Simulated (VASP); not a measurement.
# GaN (P6_3mc) in VASP: notebook, part 2 of 2

VASP 6.6.1. Earlier steps stand in the parts before.

**3. Relaxation of cell and atoms, PBE**

This run uses another cell than the first one, of 11.31 Å³/atom.

INCAR reads:

```
SYSTEM = GaN
PREC = Accurate
ENCUT = 600
EDIFF = 1E-6
ISMEAR = 0
SIGMA = 0.01
LREAL = .False.
LASPH = .True.
NELM = 100
ALGO = Normal
ISIF = 3
LWAVE = .False.
LCHARG = .False.
GGA = PE
IBRION = 2
NSW = 80
EDIFFG = -0.001
```

KPOINTS reads:

```
regular mesh
0
Gamma
  10 10 6
  0 0 0
```

POSCAR reads:

```
GaN
1.0
    3.1800000000      0.0000000000      0.0000000000
   -1.5900000000      2.7539607840      0.0000000000
    0.0000000000      0.0000000000      5.1660000000
Ga N
2 2
Direct
    0.3333333333      0.6666666667      0.0000000000
    0.6666666667      0.3333333333      0.5000000000
    0.3333333333      0.6666666667      0.3750000000
    0.6666666667      0.3333333333      0.8750000000
```

Potentials or basis: VASP PAW PBE potentials, release 64 (Ga_d, N).

Launch:

```
> cat potpaw_PBE.64/Ga_d/POTCAR potpaw_PBE.64/N/POTCAR > POTCAR
> mpirun -np 1 vasp_std > vasp.out
```

OUTCAR:

```text
SYSTEM = GaN
   PREC = Accurate
   ENCUT = 600
   EDIFF = 1E-6
   ISMEAR = 0
   LREAL = .False.
   LASPH = .True.
   NELM = 100
   ISIF = 3
   GGA = PE
   IBRION = 2
   NSW = 80
   EDIFFG = -0.001

 ion  position               nearest neighbor table
   1  0.333  0.667  0.000-   3 1.94   4 1.95   4 1.95   4 1.95
   2  0.667  0.333  0.500-   4 1.94   3 1.95   3 1.95   3 1.95
   3  0.333  0.667  0.375-   1 1.94   2 1.95   2 1.95   2 1.95
   4  0.667  0.333  0.875-   2 1.94   1 1.95   1 1.95   1 1.95

  LATTYP: Found a hexagonal cell.
 ALAT       =     3.1800000000
 C/A-ratio  =     1.6245283019

  Lattice vectors:

 A1 = (   3.1800000000,   0.0000000000,   0.0000000000)
 A2 = (  -1.5900000000,   2.7539607840,   0.0000000000)
 A3 = (   0.0000000000,   0.0000000000,   5.1660000000)

Analysis of symmetry for initial positions (statically):
=====================================================================
 Subroutine PRICEL returns:
 Original cell was already a primitive cell.

 Routine SETGRP: Setting up the symmetry group for a
 hexagonal supercell.

 Subroutine GETGRP returns: Found 12 space group operations
 (whereof  6 operations were pure point group operations)
 out of a pool of 24 trial point group operations.

The static configuration has the point symmetry C_3v.
 The point group associated with its full space group is C_6v.

Analysis of symmetry for dynamics (positions and initial velocities):
=====================================================================
 Subroutine PRICEL returns:
 Original cell was already a primitive cell.

 Routine SETGRP: Setting up the symmetry group for a
 hexagonal supercell.

 Subroutine GETGRP returns: Found 12 space group operations
 (whereof  6 operations were pure point group operations)
 out of a pool of 24 trial point group operations.

The dynamic configuration has the point symmetry C_3v.
 The point group associated with its full space group is C_6v.

 Subroutine INISYM returns: Found 12 space group operations
 (whereof  6 operations are pure point group operations),
 and found     1 'primitive' translations

----------------------------------------------------------------------------------------

                                     Primitive cell

  volume of cell :      45.2417

  direct lattice vectors                    reciprocal lattice vectors
     3.180000000  0.000000000  0.000000000     0.314465409  0.181556688  0.000000000
    -1.590000000  2.753960784  0.000000000     0.000000000  0.363113377  0.000000000
     0.000000000  0.000000000  5.166000000     0.000000000  0.000000000  0.193573364

  length of vectors
     3.180000000  3.180000000  5.166000000     0.363113377  0.363113377  0.193573364

  position of ions in fractional coordinates (direct lattice)
     0.333333333  0.666666667  0.000000000
     0.666666667  0.333333333  0.500000000
     0.333333333  0.666666667  0.375000000
     0.666666667  0.333333333  0.875000000

[... 66 lines left out ...]
   NGX,Y,Z   is equivalent  to a cutoff of  14.64, 14.64, 13.52 a.u.
   NGXF,Y,Z  is equivalent  to a cutoff of  29.28, 29.28, 27.03 a.u.
 SYSTEM =  GaN
   PREC   = accura    normal or accurate (medium, high low for compatibility)
   ISTART =      0    job   : 0-new  1-cont  2-samecut
   ICHARG =      2    charge: 1-file 2-atom 10-const
   ISPIN  =      1    spin polarized calculation?
   LNONCOLLINEAR =      F non collinear calculations
   LSORBIT =      F    spin-orbit coupling
   LASPH  =      T    aspherical Exc in radial PAW
   ENCUT  =  600.0 eV  44.10 Ry    6.64 a.u.   6.35  6.35 10.32*2*pi/ulx,y,z
   NELM   =    100;   NELMIN=  2; NELMDL= -5     # of ELM steps
   EDIFF  = 0.1E-05   stopping-criterion for ELM
   LREAL  =      F    real-space projection
   EDIFFG = -.1E-02   stopping-criterion for IOM
   NSW    =     80    number of steps for IOM
   IBRION =      2    ionic relax: 0-MD 1-quasi-New 2-CG
   NFREE  =      1    steps in history (QN), initial steepest desc. (CG)
   ISIF   =      3    stress and relaxation
   ISYM   =      2    0-nonsym 1-usesym 2-fastsym
   POTIM  = 0.5000    time-step for ionic-motion
   TEBEG  =    0.0;   TEEND  =   0.0 temperature during run
   PSTRESS=    0.0 pullay stress
   NELECT =      36.0000    total number of electrons
   NUPDOWN=      -1.0000    fix difference up-down
   EMIN   =  10.00;   EMAX   =-10.00  energy-range for DOS
   EFERMI =   0.00;   METHOD = LEGACY
   ISMEAR =     0;   SIGMA  =   0.01  broadening in eV -4-tet -1-fermi 0-gaus
   EFERMI_NEDOS =   21; number of points for ismear=-14 and -15
   IALGO  =     38    algorithm
   IMIX   =      4    mixing-type and parameters
     AMIX     =   0.40;   BMIX     =  1.00
     AMIX_MAG =   1.60;   BMIX_MAG =  1.00
  volume/ion in A,a.u.               =      11.31        76.33
  Fermi-wavevector in a.u.,A,eV,Ry     =   1.517036  2.866782 31.312427  2.301398
  Thomas-Fermi vector in A             =   2.626345
   LORBIT       =      0    0 simple, 1 ext, 2 COOP (PROOUT), +10 PAW based schemes
   GGA     = PE    functional components
   LHFCALC =     F    Hartree Fock is set to
   AEXX    =    0.0000 exact exchange contribution
   IVDW    =     0    specifies the selected vdW correction
   LEPSILON=     F    determine dielectric tensor
   LRPA    =     F    only Hartree local field effects (RPA)
 conjugate gradient relaxation of ions
 non-spin polarized calculation
 Gauss-broadening in eV      SIGMA  =   0.01
  energy-cutoff  :      600.00
  volume of cell :       45.24
 maximum number of plane-waves:      1526
 NGX is ok and might be reduce to    28
   NGX = 13   NGY = 13   NGZ = 21

--------------------------------------- Ionic step        1  -------------------------------------------

 number of electron      35.9999995 magnetization

 Free energy of the ion-electron system (eV)
  ---------------------------------------------------
  ext. energy  EPLUGINS =         0.00000000
  ---------------------------------------------------
  free energy    TOTEN  =       -24.28805608 eV

  energy without entropy =      -24.28805608  energy(sigma->0) =      -24.28805608

------------------------ aborting loop because EDIFF is reached ----------------------------------------

  FORCE on cell =-STRESS in cart. coord.  units (eV):
  Direction    XX          YY          ZZ          XY          YZ          ZX
  --------------------------------------------------------------------------------------
  -------------------------------------------------------------------------------------
  Total        1.8192508      1.8192508      2.4321700      0.0000000      0.0000000      0.0000000
  in kB       64.4264014     64.4264014     86.1321399      0.0000000      0.0000000      0.0000000
  external PRESSURE =      71.6616476 kB  Pullay stress =       0.0000000 kB
[... 95 lines left out ...]
  FREE ENERGIE OF THE ION-ELECTRON SYSTEM (eV)
  ---------------------------------------------------
  free  energy   TOTEN  =       -24.3282879918 eV

  energy  without entropy=      -24.3282879918  energy(sigma->0) =      -24.32828799

[... ionic steps 4 to 26 ...]

--------------------------------------- Ionic step       27  -------------------------------------------

 number of electron      36.0000002 magnetization

------------------------ aborting loop because EDIFF is reached ----------------------------------------
[... 71 lines left out ...]
--------------------------------------- Ionic step       29  -------------------------------------------

 number of electron      36.0000002 magnetization

 Free energy of the ion-electron system (eV)
  ---------------------------------------------------
  ext. energy  EPLUGINS =         0.00000000
  ---------------------------------------------------
  free energy    TOTEN  =       -24.32832222 eV

  energy without entropy =      -24.32832222  energy(sigma->0) =      -24.32832222

 E-fermi :   5.1213     XC(G=0): -11.5155

 val. band max:        5.0099820748   @ k =   0.0000   0.0000   0.0000
 cond. band min:       6.7253497752   @ k =   0.0000   0.0000   0.0000
 fundamental gap:      1.7153677004
 Fermi energy:         5.1212800211

 k-point     1 :       0.0000    0.0000    0.0000
  band No.  band energies     occupation
      1     -10.7270      2.00000
      2      -9.9035      2.00000
      3      -8.4116      2.00000
      4      -8.3971      2.00000
      5      -8.3971      2.00000
      6      -8.3414      2.00000
[... 589 lines left out ...]
     21      11.8518      0.00000
     22      12.9448      0.00000

 [... further k-points ...]

------------------------ aborting loop because EDIFF is reached ----------------------------------------

  FORCE on cell =-STRESS in cart. coord.  units (eV):
  Direction    XX          YY          ZZ          XY          YZ          ZX
  --------------------------------------------------------------------------------------
  -------------------------------------------------------------------------------------
  Total       -0.0014768     -0.0014768      0.0009115      0.0000000      0.0000000     -0.0000000
  in kB       -0.0503095     -0.0503095      0.0310520      0.0000000      0.0000000     -0.0000000
  external PRESSURE =      -0.0231890 kB  Pullay stress =       0.0000000 kB
[... 19 lines left out ...]
  FREE ENERGIE OF THE ION-ELECTRON SYSTEM (eV)
  ---------------------------------------------------
  free  energy   TOTEN  =       -24.3283222221 eV

  energy  without entropy=      -24.3283222221  energy(sigma->0) =      -24.32832222

 reached required accuracy - stopping structural energy minimisation
```

Run time: 12 min. Hardware: 1 thread of Intel Xeon Platinum 8488C (Sapphire Rapids), shared host; peak memory 0.21 GiB.

What came out:

```yaml
Free_energy: -24.3283 eV
Relaxed_volume: 11.76 Å³/atom
Relaxed_cell: a = 3.218 Å, b = 3.218 Å, c = 5.244 Å, α = 90.00°, β = 90.00°, γ = 120.00°
Space_group_after_relaxing_to_0.1_Å: P6_3mc (No. 186)
Energy_gained_by_relaxing: 10.1 meV/atom
Ionic_steps: 29
Pressure_after_relaxing: 0.0 GPa
Band_gap_on_the_k_mesh: 1.72 eV
```

Step by step:
```tsv
step	energy change (eV)	largest force (eV/Å)	pressure (GPa)	volume (Å³)
1	0.0000	0.1347	7.17	45.24
2	-0.0119	0.0620	-5.26	48.63
3	-0.0402	0.0106	-0.04	47.03
4	-0.0402	0.0127	0.13	47.00
5	-0.0403	0.0073	0.09	47.00
6	-0.0403	0.0045	0.10	47.00
7	-0.0403	0.0015	-0.09	47.05
8	-0.0403	0.0023	0.16	47.03
9	-0.0403	0.0003	-0.13	47.04
10	-0.0403	0.0015	-0.04	47.03
11	-0.0403	0.0029	-0.02	47.03
12	-0.0403	0.0034	0.02	47.03
13	-0.0403	0.0023	-0.09	47.03
14	-0.0403	0.0014	-0.01	47.03
15	-0.0403	0.0040	0.03	47.03
16	-0.0403	0.0003	-0.02	47.03
17	-0.0403	0.0001	-0.03	47.03
18	-0.0403	0.0023	-0.01	47.03
19	-0.0403	0.0009	-0.03	47.03
20	-0.0403	0.0024	0.00	47.03
21	-0.0403	0.0004	-0.02	47.03
22	-0.0403	0.0011	-0.01	47.03
23	-0.0403	0.0003	0.00	47.03
24	-0.0403	0.0002	-0.01	47.03
25	-0.0403	0.0017	-0.02	47.03
26	-0.0403	0.0049	-0.01	47.03
27	-0.0403	0.0016	-0.01	47.03
28	-0.0403	0.0010	-0.01	47.03
29	-0.0403	0.0004	0.00	47.03
```

Final structure:
```xyz
4
Lattice="3.2181 0.0000 0.0000 -1.6091 2.7870 0.0000 0.0000 0.0000 5.2436" Properties=species:S:1:pos:R:3 pbc="T T T"
Ga    0.0000    1.8580    5.2392
Ga    1.6091    0.9290    2.6174
N     0.0000    1.8580    1.9707
N     1.6091    0.9290    4.5925
```

Levels at points of the mesh, in eV from the valence-band top:
```csv
k point,band 16,band 17,band 18,band 19,band 20,band 21
"(0.00, 0.00, 0.00)",-0.04,0.00,0.00,1.72,4.07,9.02
"(0.50, 0.00, 0.00)",-2.64,-2.12,-0.96,4.98,5.37,5.98
"(0.00, 0.00, 0.50)",-0.51,-0.51,-0.51,4.06,4.06,8.31
"(0.50, 0.00, 0.50)",-1.87,-1.83,-1.83,4.31,4.31,7.58
```

**4. How close it comes**

Step 2. Against the measured gap of GaN, 3.503 eV (direct; quoted in “Studying electronic properties in GaN without electrical contacts using γ-γ vs e−-γ Perturbed Angular Correlations”, 2019, pmc:6823545), the calculated 1.72 eV is off by -1.79 eV. So large a miss can be the level of theory's own, or it may mean another phase, state or a wrong row. Spin-orbit coupling on Ga is left out. The value is that of PBE, without temperature or zero-point motion. Semilocal functionals fall short of measured gaps as a rule.
